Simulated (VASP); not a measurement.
Write the native input for VASP 6.6.1 that does the following.

| Quantity | Value |
| --- | --- |
| Task | single point |
| Functional | r2SCAN |
| Potentials or basis | VASP PAW PBE potentials, release 64 (Nb_sv) |
| Cutoff | 520 eV |
| k mesh | 20 × 20 × 20 |
| Occupations | gaussian, width 0.15 eV |
| Spin | no spin polarisation |
| Dipole correction | no |
| Further INCAR settings | ALGO = Normal; EDIFF = 1e-07; NBANDS = 12 |

Nb:

```
CELL_PARAMETERS angstrom
0.00000 2.11500 2.11500
2.16787 0.00000 2.11500
2.16787 2.11500 0.00000
ATOMIC_POSITIONS crystal
Nb 0.00000 0.00000 0.00000
```

This cell differs from its parent crystal: strain +0.0250 x Voigt [1, 0, 0, 0, 0, 0].

The input as run:

POSCAR

```
Nb
1.0
    0.0000000000      2.1150000000      2.1150000000
    2.1678750000      0.0000000000      2.1150000000
    2.1678750000      2.1150000000      0.0000000000
Nb
1
Direct
    0.0000000000      0.0000000000      0.0000000000
```

INCAR.step1

```
PREC = Accurate
ENCUT = 520
ISMEAR = 0
SIGMA = 0.15
LREAL = False
LASPH = True
NELM = 80
NBANDS = 12
GGA = PE
ALGO = Normal
EDIFF = 1E-4
LWAVE = True
LCHARG = False
```

INCAR.step2

```
PREC = Accurate
ENCUT = 520
EDIFF = 1E-7
ISMEAR = 0
SIGMA = 0.15
LREAL = False
LASPH = True
NELM = 80
ALGO = Normal
ISIF = 2
LWAVE = False
LCHARG = False
METAGGA = R2SCAN
LMIXTAU = True
NBANDS = 12
ISTART = 1
```

KPOINTS

```
Automatic mesh
0
Gamma
  20 20 20
```

Potentials or basis: VASP PAW PBE potentials, release 64 (Nb_sv).

Command:

```console
$ cat potpaw_PBE.64/Nb_sv/POTCAR > POTCAR
$ cp INCAR.step1 INCAR
$ mpirun -np 1 vasp_std > vasp.out
$ cp INCAR.step2 INCAR
$ mpirun -np 1 vasp_std > vasp.out
```

Results of the run:

```yaml
Pressure: -6.2 GPa
Band_gap_on_the_k_mesh: zero (an odd number of electrons rules out a gap without spin polarisation)
```

Caveat: the cell differs from its parent crystal (strain +0.0250 x Voigt [1, 0, 0, 0, 0, 0]); the stress differs along the axes, from -8 to -2 GPa; the PAW data sets were made with another functional, which shifts forces and pressure a little.

Wall time 2.7 min on 1 thread of Intel(R) Xeon(R) 6975P-C (Granite Rapids), on a shared host, peak memory 0.26 GiB.
